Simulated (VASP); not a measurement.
# Rh2O (P6_3/mmc) in VASP: further runs

Rh2O is run at these levels: PBE; tasks: single point, relaxation of cell and atoms.

Program: VASP 6.6.1. These are calculated values, not measurements. Logs are shortened: lines on timing, memory, paths and dates and some standing lists are left out, and cuts for length are marked.

**1. The cell of the first run**

It takes space group P6_3/mmc (No. 194, hexagonal). The conventional cell has a = 2.763 Å, b = 2.763 Å, c = 10.779 Å, α = 90.00°, β = 90.00°, γ = 120.00°. Rh (site symmetry 3m) has 3 O at 2.27 Å and 9 Rh at 2.69 to 2.76 Å within 3.0 Å. Within 3.0 Å of O (site symmetry -6m2) lie 6 Rh at 2.27 Å and 6 O at 2.76 Å.

**2. Single point, PBE**

INCAR

```
  PREC = Accurate
  ENCUT = 520
  EDIFF = 1E-6
  ISMEAR = 0
  SIGMA = 0.1
  LREAL = F
  LASPH = T
  NELM = 80
  ALGO = Normal
  ISIF = 2
  LWAVE = F
  LCHARG = F
  GGA = PE
  NBANDS = 45
```

KPOINTS

```
Automatic mesh
0
Gamma
  6 6 2
```

POSCAR

```
Rh2O
1.0
    2.7633470322      0.0000000000      0.0000000000
   -1.3816735161      2.3931287294      0.0000000000
    0.0000000000      0.0000000000     10.7785971771
Rh O
4 2
Direct
    0.3333333333      0.6666666667      0.6006628896
    0.6666666667      0.3333333333      0.1006628896
    0.3333333333      0.6666666667      0.8993371104
    0.6666666667      0.3333333333      0.3993371104
    0.3333333333      0.6666666667      0.2500000000
    0.6666666667      0.3333333333      0.7500000000
```

Potentials or basis: VASP PAW PBE potentials, release 64 (Rh_pv, O).

On the command line:

```console
$ cat potpaw_PBE.64/Rh_pv/POTCAR potpaw_PBE.64/O/POTCAR > POTCAR
$ mpirun -np 1 vasp_std > vasp.out
```

OUTCAR:

```text
PREC = Accurate
   ENCUT = 520
   EDIFF = 1E-6
   ISMEAR = 0
   LREAL = F
   LASPH = T
   NELM = 80
   ISIF = 2
   GGA = PE

 ion  position               nearest neighbor table
   1  0.333  0.667  0.601-   6 2.27   6 2.27   6 2.27   4 2.69   4 2.69   4 2.69   3 3.22
   2  0.667  0.333  0.101-   5 2.27   5 2.27   5 2.27   3 2.69   3 2.69   3 2.69   4 3.22
   3  0.333  0.667  0.899-   6 2.27   6 2.27   6 2.27   2 2.69   2 2.69   2 2.69   1 3.22
   4  0.667  0.333  0.399-   5 2.27   5 2.27   5 2.27   1 2.69   1 2.69   1 2.69   2 3.22
   5  0.333  0.667  0.250-   2 2.27   4 2.27   2 2.27   4 2.27   2 2.27   4 2.27
   6  0.667  0.333  0.750-   1 2.27   3 2.27   1 2.27   3 2.27   1 2.27   3 2.27

  LATTYP: Found a hexagonal cell.
 ALAT       =     2.7633470322
 C/A-ratio  =     3.9005586528

  Lattice vectors:

 A1 = (   2.7633470322,   0.0000000000,   0.0000000000)
 A2 = (  -1.3816735161,   2.3931287294,   0.0000000000)
 A3 = (   0.0000000000,   0.0000000000,  10.7785971771)

Analysis of symmetry for initial positions (statically):
=====================================================================
 Subroutine PRICEL returns:
 Original cell was already a primitive cell.

 Routine SETGRP: Setting up the symmetry group for a
 hexagonal supercell.

 Subroutine GETGRP returns: Found 24 space group operations
 (whereof 12 operations were pure point group operations)
 out of a pool of 24 trial point group operations.

The static configuration has the point symmetry D_3d.
 The point group associated with its full space group is D_6h.

Analysis of symmetry for dynamics (positions and initial velocities):
=====================================================================
 Subroutine PRICEL returns:
 Original cell was already a primitive cell.

 Routine SETGRP: Setting up the symmetry group for a
 hexagonal supercell.

 Subroutine GETGRP returns: Found 24 space group operations
 (whereof 12 operations were pure point group operations)
 out of a pool of 24 trial point group operations.

The dynamic configuration has the point symmetry D_3d.
 The point group associated with its full space group is D_6h.

 Subroutine INISYM returns: Found 24 space group operations
 (whereof 12 operations are pure point group operations),
 and found     1 'primitive' translations

----------------------------------------------------------------------------------------

                                     Primitive cell

  volume of cell :      71.2794

  direct lattice vectors                    reciprocal lattice vectors
[... 90 lines left out ...]
   ISIF   =      2    stress and relaxation
   ISYM   =      2    0-nonsym 1-usesym 2-fastsym
   POTIM  = 0.5000    time-step for ionic-motion
   TEBEG  =    0.0;   TEEND  =   0.0 temperature during run
   PSTRESS=    0.0 pullay stress
   NELECT =      72.0000    total number of electrons
   NUPDOWN=      -1.0000    fix difference up-down
   EMIN   =  10.00;   EMAX   =-10.00  energy-range for DOS
   EFERMI =   0.00;   METHOD = LEGACY
   ISMEAR =     0;   SIGMA  =   0.10  broadening in eV -4-tet -1-fermi 0-gaus
   EFERMI_NEDOS =   21; number of points for ismear=-14 and -15
   IALGO  =     38    algorithm
   IMIX   =      4    mixing-type and parameters
     AMIX     =   0.40;   BMIX     =  1.00
     AMIX_MAG =   1.60;   BMIX_MAG =  1.00
  volume/ion in A,a.u.               =      11.88        80.17
  Fermi-wavevector in a.u.,A,eV,Ry     =   1.642597  3.104059 36.710228  2.698126
  Thomas-Fermi vector in A             =   2.732873
   LORBIT       =      0    0 simple, 1 ext, 2 COOP (PROOUT), +10 PAW based schemes
   GGA     = PE    functional components
   LHFCALC =     F    Hartree Fock is set to
   AEXX    =    0.0000 exact exchange contribution
   IVDW    =     0    specifies the selected vdW correction
   LEPSILON=     F    determine dielectric tensor
   LRPA    =     F    only Hartree local field effects (RPA)
 non-spin polarized calculation
 Gauss-broadening in eV      SIGMA  =   0.10
  energy-cutoff  :      520.00
  volume of cell :       71.28
 maximum number of plane-waves:      1933
 NGX is ok and might be reduce to    24
   NGX = 11   NGY = 11   NGZ = 41

 number of electron      72.0000008 magnetization

 Free energy of the ion-electron system (eV)
  ---------------------------------------------------
  ext. energy  EPLUGINS =         0.00000000
  ---------------------------------------------------
  free energy    TOTEN  =       -38.39104676 eV

  energy without entropy =      -38.35261442  energy(sigma->0) =      -38.37183059

 E-fermi :  10.0943     XC(G=0): -13.4636

 val. band max:       10.0522166134   @ k =   0.1667   0.1667   0.0000
 cond. band min:      10.1167240949   @ k =   0.3333   0.3333   0.5000
 fundamental gap:      0.0645074815
 Fermi energy:        10.0943403836

 k-point     1 :       0.0000    0.0000    0.0000
  band No.  band energies     occupation
      1     -36.8204      2.00000
      2     -36.7857      2.00000
      3     -36.4768      2.00000
      4     -36.4404      2.00000
      5     -36.3318      2.00000
      6     -36.3318      2.00000
[... 661 lines left out ...]
     44      17.9932      0.00000
     45      18.6130      0.00000

------------------------ aborting loop because EDIFF is reached ----------------------------------------

  FORCE on cell =-STRESS in cart. coord.  units (eV):
  Direction    XX          YY          ZZ          XY          YZ          ZX
  --------------------------------------------------------------------------------------
  -------------------------------------------------------------------------------------
  Total        0.0180266      0.0180266      0.0414140      0.0000000      0.0000000     -0.0000000
  in kB        0.4051923      0.4051923      0.9308806      0.0000000      0.0000000     -0.0000000
  external PRESSURE =       0.5804217 kB  Pullay stress =       0.0000000 kB

 VOLUME and BASIS-vectors are now :
 -----------------------------------------------------------------------------
  energy-cutoff  :      520.00
  volume of cell :       71.28
      direct lattice vectors                 reciprocal lattice vectors
     2.763347032  0.000000000  0.000000000     0.361879991  0.208931510  0.000000000
    -1.381673516  2.393128729  0.000000000     0.000000000  0.417863021  0.000000000
     0.000000000  0.000000000 10.778597177     0.000000000  0.000000000  0.092776452

 POSITION                                       TOTAL-FORCE (eV/Angst)
 -----------------------------------------------------------------------------------
     -0.00000      1.59542      6.47430        -0.000000      0.000000      0.002943
      1.38167      0.79771      1.08500         0.000000     -0.000000      0.002943
     -0.00000      1.59542      9.69359        -0.000000      0.000000     -0.002943
      1.38167      0.79771      4.30429         0.000000     -0.000000     -0.002943
     -0.00000      1.59542      2.69465         0.000000     -0.000000      0.000000
      1.38167      0.79771      8.08395        -0.000000      0.000000      0.000000
 -----------------------------------------------------------------------------------
    total drift:                               -0.000000      0.000000     -0.000000

  FREE ENERGIE OF THE ION-ELECTRON SYSTEM (eV)
  ---------------------------------------------------
  free  energy   TOTEN  =       -38.3910467618 eV

  energy  without entropy=      -38.3526144176  energy(sigma->0) =      -38.37183059
```

OSZICAR:

```text
N       E                     dE             d eps       ncg     rms          rms(c)
DAV:   1     0.924158652424E+03    0.92416E+03   -0.44498E+04  1276   0.183E+03
DAV:   2     0.265465004670E+01   -0.92150E+03   -0.89463E+03  1352   0.566E+02
DAV:   3    -0.419403246170E+02   -0.44595E+02   -0.42658E+02  1392   0.126E+02
DAV:   4    -0.426135460059E+02   -0.67322E+00   -0.67106E+00  1330   0.156E+01
DAV:   5    -0.426210502388E+02   -0.75042E-02   -0.75031E-02  1392   0.168E+00    0.245E+01
DAV:   6    -0.413622122891E+02    0.12588E+01   -0.27272E+01  1468   0.357E+01    0.189E+01
DAV:   7    -0.388927564654E+02    0.24695E+01   -0.21896E+01  1646   0.248E+01    0.920E+00
DAV:   8    -0.383800522675E+02    0.51270E+00   -0.17864E+00  1437   0.924E+00    0.189E+00
DAV:   9    -0.383972403945E+02   -0.17188E-01   -0.21969E-01  1305   0.239E+00    0.958E-01
DAV:  10    -0.383914155398E+02    0.58249E-02   -0.91325E-03  1454   0.665E-01    0.196E-01
DAV:  11    -0.383913770568E+02    0.38483E-04   -0.46700E-03  1416   0.425E-01    0.161E-01
DAV:  12    -0.383910622775E+02    0.31478E-03   -0.53735E-04  1476   0.147E-01    0.576E-02
DAV:  13    -0.383910483910E+02    0.13887E-04   -0.10651E-04  1188   0.516E-02    0.141E-02
DAV:  14    -0.383910464860E+02    0.19050E-05   -0.87421E-06  1317   0.251E-02    0.479E-03
DAV:  15    -0.383910467618E+02   -0.27576E-06   -0.13316E-06   767   0.679E-03
   1 F= -.38391047E+02 E0= -.38371831E+02  d E =-.384323E-01
```

stdout:

```text
POSCAR found type information on POSCAR RhO
 POSCAR found :  2 types and       6 ions
 scaLAPACK will be used
 LDA part: xc-table for (Slater+PW92), standard interpolation
 POSCAR, INCAR and KPOINTS ok, starting setup
 FFT: planning ... GRIDC
 FFT: planning ... GRID_SOFT
 FFT: planning ... GRID
 WAVECAR not read
 entering main loop
```

Run time: 24 s. Hardware: 1 thread of Intel Xeon 6975P-C (Granite Rapids), shared host; peak memory 0.21 GiB.

What came out:

```
Free energy            : -38.3910 eV
Pressure               : 0.1 GPa
Band gap on the k mesh : zero (bands 36 and 37 overlap by 1.07 eV)
```

Forces on the atoms (eV/Å):
```
Rh   0.000  0.000  0.003
Rh   0.000  0.000  0.003
Rh   0.000  0.000 -0.003
Rh   0.000  0.000 -0.003
O    0.000  0.000  0.000
O    0.000  0.000  0.000
```

Levels at points of the mesh, in eV from the Fermi level:
| k point | band 33 | band 34 | band 35 | band 36 | band 37 | band 38 | band 39 | band 40 | band 41 | band 42 |
| --- | --- | --- | --- | --- | --- | --- | --- | --- | --- | --- |
| (0.00, 0.00, 0.00) | -1.48 | -1.48 | -1.18 | -1.18 | -0.17 | -0.17 | 0.15 | 0.15 | 0.19 | 0.19 |
| (0.50, 0.00, 0.00) | -0.12 | 0.35 | 0.49 | 0.52 | 0.54 | 0.78 | 1.04 | 1.12 | 3.79 | 4.80 |
| (0.00, 0.00, 0.50) | -2.13 | -2.13 | -0.55 | -0.55 | -0.55 | -0.55 | 0.19 | 0.19 | 0.19 | 0.19 |
| (0.50, 0.00, 0.50) | 0.25 | 0.25 | 0.40 | 0.40 | 0.53 | 0.53 | 0.74 | 0.74 | 4.32 | 4.32 |

Caveat: the k points lie up to 0.44 Å⁻¹ apart, too coarse for converged energies and pressures of a metal.

**3. Relaxation of cell and atoms, PBE**

This run uses another cell than the first one, of 10.40 Å³/atom.

INCAR

```
SYSTEM = Rh2O
PREC     = Accurate       ! precision mode
ENCUT    = 600            ! plane-wave cutoff, eV
EDIFF    = 1E-6           ! SCF threshold, eV
ISMEAR   = 0              ! smearing method
SIGMA    = 0.1            ! smearing width, eV
LREAL    = .False.        ! projectors in reciprocal space
LASPH    = .True.         ! aspherical terms in the spheres
NELM     = 60             ! most SCF steps
ALGO     = Normal         ! electronic algorithm
ISIF     = 3              ! what is computed and relaxed
LWAVE    = .False.        ! write WAVECAR
LCHARG   = .False.        ! write CHGCAR
GGA      = PE             ! functional
IBRION   = 2              ! ionic algorithm
NSW      = 90             ! ionic steps
EDIFFG   = -0.04          ! ionic threshold
```

KPOINTS

```
Automatic mesh
0
Gamma
  6 6 2
  0 0 0
```

POSCAR

```
Rh2O
1.0
    2.6459066317      0.0000000000      0.0000000000
   -1.3229533158      2.2914223591      0.0000000000
    0.0000000000      0.0000000000     10.2914917917
Rh O
4 2
Direct
    0.3333333333      0.6666666667      0.6275000000
    0.6666666667      0.3333333333      0.1275000000
    0.3333333333      0.6666666667      0.8725000000
    0.6666666667      0.3333333333      0.3725000000
    0.3333333333      0.6666666667      0.2500000000
    0.6666666667      0.3333333333      0.7500000000
```

Potentials or basis: VASP PAW PBE potentials, release 64 (Rh_pv, O).

On the command line:

```console
$ cat potpaw_PBE.64/Rh_pv/POTCAR potpaw_PBE.64/O/POTCAR > POTCAR
$ mpirun -np 1 vasp_std > vasp.out
```

It took 3 min on 1 thread of Intel Xeon 6975P-C (Granite Rapids), shared host; peak memory 0.24 GiB.

The run converged. Its results:

```yaml
Free_energy: -38.3756 eV
Relaxed_volume: 11.88 Å³/atom
Relaxed_cell: a = 2.765 Å, b = 2.765 Å, c = 10.767 Å, α = 90.00°, β = 90.00°, γ = 120.00°
Space_group_after_relaxing_to_0.1_Å: P6_3/mmc (No. 194)
Pressure_after_relaxing: 0.0 GPa
Largest_force_after_relaxing: 0.022 eV/Å
Band_gap_on_the_k_mesh: zero (bands 36 and 37 overlap by 1.06 eV)
```

Forces in eV/Å, atoms in the order of the input:
```
Rh   0.000  0.000  0.022
Rh   0.000  0.000  0.022
Rh   0.000  0.000 -0.022
Rh   0.000  0.000 -0.022
O    0.000  0.000  0.000
O    0.000  0.000  0.000
```

Stress tensor (GPa, compression positive):
```
-0.22  0.00  0.00
 0.00 -0.22  0.00
 0.00  0.00  0.37
```

Final structure:
```cif
data_structure
_symmetry_space_group_name_H-M 'P 1'
_symmetry_Int_Tables_number 1
_cell_length_a 2.7649
_cell_length_b 2.7649
_cell_length_c 10.7666
_cell_angle_alpha 90.000
_cell_angle_beta 90.000
_cell_angle_gamma 120.000
_cell_volume 71.28
loop_
_atom_site_label
_atom_site_type_symbol
_atom_site_fract_x
_atom_site_fract_y
_atom_site_fract_z
_atom_site_occupancy
Rh1 Rh 0.33333 0.66667 0.60057 1
Rh2 Rh 0.66667 0.33333 0.10057 1
Rh3 Rh 0.33333 0.66667 0.89943 1
Rh4 Rh 0.66667 0.33333 0.39943 1
O1 O 0.33333 0.66667 0.25000 1
O2 O 0.66667 0.33333 0.75000 1
```

Levels at points of the mesh, in eV from the Fermi level:
```tsv
k point	band 35	band 36	band 37	band 38	band 39	band 40
(0.00, 0.00, 0.00)	-1.18	-1.18	-0.17	-0.17	0.16	0.16
(0.50, 0.00, 0.00)	0.48	0.51	0.54	0.78	1.04	1.12
(0.00, 0.00, 0.50)	-0.55	-0.55	-0.55	-0.55	0.19	0.19
(0.50, 0.00, 0.50)	0.40	0.40	0.52	0.52	0.74	0.74
```

Caveat: the k points lie up to 0.44 Å⁻¹ apart in the final cell, too coarse for converged energies and pressures of a metal.

**4. Single point, PBE, collinear spin, ferromagnetic start**

This run uses another cell than the first one, of 10.40 Å³/atom.

INCAR

```
SYSTEM = Rh2O
PREC = Accurate
ENCUT = 520
EDIFF = 1E-6
ISMEAR = 0
SIGMA = 0.1
LREAL = .False.
LASPH = .True.
NELM = 150
ALGO = Normal
ISIF = 2
LWAVE = .False.
LCHARG = .False.
ISPIN = 2
MAGMOM = 1 1 1 1 0 0
LORBIT = 11
LMAXMIX = 4
GGA = PE
NBANDS = 49
```

KPOINTS

```
regular mesh
0
Gamma
  6 6 2
  0 0 0
```

POSCAR is that of step 3.

On the command line:

```console
$ cat potpaw_PBE.64/Rh_pv/POTCAR potpaw_PBE.64/O/POTCAR > POTCAR
$ mpirun -np 1 vasp_std > vasp.out
```

It took 49 s on 1 thread of Intel Xeon 6975P-C (Granite Rapids), shared host; peak memory 0.24 GiB.

Results (log left out):

* Free energy: -32.9490 eV
* Pressure: 80.6 GPa
* Largest force: 7.118 eV/Å
* Band gap on the k mesh: zero (filled and empty bands overlap)
* Net moment: 0.01 μB per cell
* Valence electrons inside the program's atomic spheres: Rh 14.01; O 5.09

Forces on the atoms (eV/Å):
```
Rh   0.000  0.000 -7.118
Rh   0.000  0.000 -7.118
Rh   0.000  0.000  7.118
Rh   0.000  0.000  7.118
O    0.000  0.000  0.000
O    0.000  0.000  0.000
```

Stress tensor (GPa, compression positive):
```
83.33  0.00  0.00
 0.00 83.33  0.00
 0.00  0.00 75.11
```

Levels at points of the mesh, in eV from the Fermi level:
Spin up:
```
           k point  band 33  band 34  band 35  band 36  band 37  band 38  band 39  band 40
(0.00, 0.00, 0.00)    -2.54    -2.27    -1.12    -1.12    -0.72    -0.72     0.30     0.30
(0.50, 0.00, 0.00)    -0.37    -0.09     0.14     0.20     0.25     0.26     0.87     1.39
(0.00, 0.00, 0.50)    -2.40    -2.40    -0.90    -0.90    -0.90    -0.90     0.38     0.38
(0.50, 0.00, 0.50)    -0.20    -0.20     0.16     0.16     0.23     0.23     1.14     1.14
```
Spin down:
| k point | band 34 | band 35 | band 36 | band 37 | band 38 | band 39 |
| --- | --- | --- | --- | --- | --- | --- |
| (0.00, 0.00, 0.00) | -2.27 | -1.12 | -1.12 | -0.72 | -0.72 | 0.30 |
| (0.50, 0.00, 0.00) | -0.09 | 0.14 | 0.20 | 0.25 | 0.26 | 0.87 |
| (0.00, 0.00, 0.50) | -2.40 | -0.90 | -0.90 | -0.90 | -0.90 | 0.38 |
| (0.50, 0.00, 0.50) | -0.20 | 0.16 | 0.16 | 0.23 | 0.23 | 1.14 |

Caveat: the k points lie up to 0.46 Å⁻¹ apart, too coarse for converged energies and pressures of a metal; forces of over 1 eV/Å act on the atoms, so gaps and moduli don't describe the material at rest.

(Part 1 of 2 ends here.)
